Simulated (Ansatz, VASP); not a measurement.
BAs: VASP beside Ansatz

```
CELL_PARAMETERS angstrom
0.00000 2.43535 2.43535
2.43535 0.00000 2.43535
2.43535 2.43535 0.00000
ATOMIC_POSITIONS crystal
B 0.00000 0.00000 0.00000
As 0.75000 0.75000 0.75000
```

Change from the starting cell: volume scaled by 1.06, crystal datasets.

Alike in both runs: task electric field gradients; functional LDA; k mesh 15 × 15 × 15; occupations fermi-dirac, width 0.03 eV; no spin polarisation.

|  | VASP | Ansatz |
| --- | --- | --- |
| version | VASP 6.6.1 | Ansatz 0.2.0 |
| potentials or method | VASP PAW LDA potentials, release 64 (B, As), cutoff 520 eV | all-electron PAW with datasets made for the crystal, scalar-relativistic |

|  | VASP | Ansatz | Ansatz less VASP |
| --- | --- | --- | --- |
| gap on the k mesh at the Fermi level (eV) | 1.17 | 1.18 | +0.008 |
| pressure (GPa) | -10.0 | -10.7 | -0.63 |

LDA's correlation is that of Perdew and Zunger in VASP and of Perdew and Wang (1992) in Ansatz. Ansatz ran all-electron here, and VASP with PAW potentials.
